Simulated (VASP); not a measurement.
Crystal: Rh.

```xyz
1
Lattice="-1.5201 1.5201 1.5201 1.5201 -1.5201 1.5201 1.5201 1.5201 -1.5201" Properties=species:S:1:pos:R:3 pbc="T T T"
Rh    0.0000    0.0000    0.0000
```

| Item | Value |
| --- | --- |
| Program | VASP 6.6.1 |
| Task | relaxation of cell and atoms |
| Functional | PBE |
| Potentials or basis | VASP PAW PBE potentials, release 64 (Rh_pv) |
| Cutoff | 600 eV |
| k mesh | 17 × 17 × 17 |
| Occupations | fermi-dirac, width 0.1 eV |
| Spin | no spin polarisation |

At the start: pressure 7.7 GPa; volume 14.05 Å³/atom.

**Question.** How do energy, volume and symmetry change on relaxing?

**Answer.** Over 4 steps the energy falls by 10.1 meV/atom and the volume is 14.49 Å³/atom (+3.1 %); space group Im-3m (No. 229, to 0.05 Å).

The path:
```csv
step,energy change (eV),largest force (eV/Å),pressure (GPa),volume (Å³)
1,0.0000,0.0000,7.69,14.05
2,0.0318,0.0000,-12.78,15.47
3,-0.0101,0.0000,-0.15,14.50
4,-0.0101,0.0000,-0.01,14.49
```

Final structure:
```
CELL_PARAMETERS angstrom
-1.53570 1.53570 1.53570
1.53570 -1.53570 1.53570
1.53570 1.53570 -1.53570
ATOMIC_POSITIONS crystal
Rh 0.00000 0.00000 0.00000
```
